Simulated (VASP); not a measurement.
KBr, 12 atoms in the cell. The cell holds a wire or tube with vacuum around it, 12 atoms: a = 13.100 Å, b = 14.000 Å, c = 6.454 Å, α = 90.00°, β = 90.00°, γ = 90.00°. 

| Property | Result |
| --- | --- |
| Program | VASP 6.6.1 |
| Task | single point |
| Functional | PBE |
| Potentials or basis | VASP PAW PBE potentials, release 64 (K_sv, Br) |
| Cutoff | 520 eV |
| k mesh | 1 × 1 × 3 |
| Occupations | gaussian, width 0.05 eV |
| Spin | no spin polarisation |
| Dipole correction | no |
| Further INCAR settings | ALGO = Normal; EDIFF = 1e-07; NBANDS = 60 |

Potentials or basis: VASP PAW PBE potentials, release 64 (K_sv, Br).

Launch:

```console
$ cat potpaw_PBE.64/K_sv/POTCAR potpaw_PBE.64/Br/POTCAR > POTCAR
$ mpirun -np 1 vasp_std > vasp.out
```

Hardware: 1 thread of Intel(R) Xeon(R) Platinum 8259CL CPU @ 2.50GHz (Skylake/Cascade Lake) (shared host).

Task: How long does it take, and how much memory?

Result: Run time: 5.9 min on 1 thread of Intel(R) Xeon(R) Platinum 8259CL CPU @ 2.50GHz (Skylake/Cascade Lake), on a shared host, peak memory 0.94 GiB. Counts: scf iterations 25, k points 2.
